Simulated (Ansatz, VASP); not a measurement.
## Two plane-wave programs on Al2O3

Contents of POSCAR:

```
Al2O3
1.0
    3.2588811475      0.0000000000      0.0000000000
   -1.6294405738      2.8222738617      0.0000000000
    0.0000000000      0.0000000000      7.5746360022
Al O
2 3
Direct
    0.0000000000      0.0000000000      0.2779510000
    0.0000000000      0.0000000000      0.7220490000
    0.3333333333      0.6666666667      0.1994540000
    0.6666666667      0.3333333333      0.8005460000
    0.0000000000      0.0000000000      0.5000000000
```

The input INCAR.step1:

```
SYSTEM = Al2O3
  PREC = Accurate
  ENCUT = 520
  ISMEAR = 0
  SIGMA = 0.05
  LREAL = .False.
  LASPH = .True.
  NELM = 60
  NBANDS = 20
  GGA = PE
  ALGO = Normal
  EDIFF = 1E-4
  LWAVE = .True.
  LCHARG = .False.
```

File INCAR.step2:

```
SYSTEM = Al2O3
  PREC = Accurate
  ENCUT = 520
  EDIFF = 1E-6
  ISMEAR = 0
  SIGMA = 0.05
  LREAL = .False.
  LASPH = .True.
  NELM = 60
  ALGO = Normal
  ISIF = 2
  LWAVE = .False.
  LCHARG = .False.
  METAGGA = R2SCAN
  LMIXTAU = .True.
  NBANDS = 20
  ISTART = 1
```

The input KPOINTS:

```
Automatic mesh
0
Gamma
  12 12 4
  0 0 0
```

Input for Ansatz:

```yaml
crystal:
  lattice:
    - [3.2588811475, 0.0, 0.0]
    - [-1.6294405738, 2.8222738617, 0.0]
    - [0.0, 0.0, 7.5746360022]
  atoms:
    - { symbol: Al, position: [0.0, 0.0, 0.277951] }
    - { symbol: Al, position: [0.0, 0.0, 0.722049] }
    - { symbol: O, position: [0.3333333333, 0.6666666667, 0.199454] }
    - { symbol: O, position: [0.6666666667, 0.3333333333, 0.800546] }
    - { symbol: O, position: [0.0, 0.0, 0.5] }
basis:
  ecutwfc: 500
kpoints:
  mp_grid: { grid: [12, 12, 4] }
hamiltonian:
  xc: r2scan
scf:
  occupations: { method: gaussian, width: 0.05 }
output:
  forces: true
  stress: true
  eigenvalues: true
```

Change from the starting cell: strain +0.080 along x and y, +0.000 along z, atoms carried along.

Alike in both runs: task single point; functional r2SCAN; k mesh 12 × 12 × 4; occupations gaussian, width 0.05 eV; no spin polarisation.

|  | VASP | Ansatz |
| --- | --- | --- |
| version | VASP 6.6.1 | Ansatz 0.2.0 |
| potentials or method | VASP PAW PBE potentials, release 64 (Al, O), cutoff 520 eV | scalar-relativistic, plane waves, PAW |
| valence electrons in the cell | 24 | 24 |

VASP gave:

| Property | Result |
| --- | --- |
| gap on the k mesh at the Fermi level (eV) | 2.62 |
| least direct gap on the mesh (eV) | 2.62 |
| pressure (GPa) | -20.8 |
| traceless stress, the component that is largest in VASP (GPa) | 14.19 |
| rms of the force components (eV/Å) | 0.508 |

Problem. Estimate Ansatz's values.

Solution. gap on the k mesh at the Fermi level (eV): 2.64; least direct gap on the mesh (eV): 2.64; pressure (GPa): -20.6; traceless stress, the component that is largest in VASP (GPa): 13.80; rms of the force components (eV/Å): 0.492.

VASP's potentials were made for PBE, not for r2SCAN. Atom by atom the forces differ by 0.022 eV/Å (rms over components).
